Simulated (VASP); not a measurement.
A run of VASP 6.6.1 is set up as follows.

POSCAR

```
CdSe
1.0
    6.3394172940     -1.9393979104      1.3208730178
    6.3394172940      1.9393979104      1.3208730178
   -0.8019206510      0.0000000000      3.8490293589
Cd Se
2 2
Direct
    0.1594407197      0.1594407197      1.2499981447
    0.8405592803      0.8405592803     -0.2499981447
    0.3718281809      0.3718281809      0.2500086649
    0.6281718191      0.6281718191      0.7499913351
```

The input INCAR.step1:

```
SYSTEM = CdSe
PREC = Accurate
ENCUT = 520
ISMEAR = -1
SIGMA = 0.03
LREAL = .False.
LASPH = .True.
NELM = 80
NBANDS = 26
GGA = PE
ALGO = Normal
EDIFF = 1E-4
LWAVE = .True.
LCHARG = .False.
LUSENCCL = .False.
```

INCAR.step2

```
SYSTEM = CdSe
PREC = Accurate
ENCUT = 520
EDIFF = 1E-6
ISMEAR = -1
SIGMA = 0.03
LREAL = .False.
LASPH = .True.
NELM = 80
ALGO = Normal
ISIF = 2
LWAVE = .False.
LCHARG = .False.
METAGGA = R2SCAN
LMIXTAU = .True.
LUSE_VDW = .True.
IVDW_NL = 2
BPARAM = 11.95
CPARAM = 0.0093
NBANDS = 26
ISTART = 1
LUSENCCL = .False.
```

KPOINTS

```
Automatic mesh
0
Gamma
  8 8 8
  0 0 0
```

Potentials or basis: VASP PAW PBE potentials, release 64 (Cd, Se).

Run with:

```sh
$ cat potpaw_PBE.64/Cd/POTCAR potpaw_PBE.64/Se/POTCAR > POTCAR
$ cp INCAR.step1 INCAR
$ mpirun -np 1 vasp_std > vasp.out
$ cp INCAR.step2 INCAR
$ mpirun -np 1 vasp_std > vasp.out
```

(1) Estimate the pressure.

(2) Estimate the band gap on the k mesh.

(3) Estimate the largest force.

## Answers

(1) 0.5 GPa.

(2) 0.34 eV (least direct gap 0.99 eV).

(3) 0.051 eV/Å.

Caveat: semilocal functionals underestimate gaps, and a narrow one can read as zero; the PAW data sets were made with another functional, which shifts forces and pressure a little.
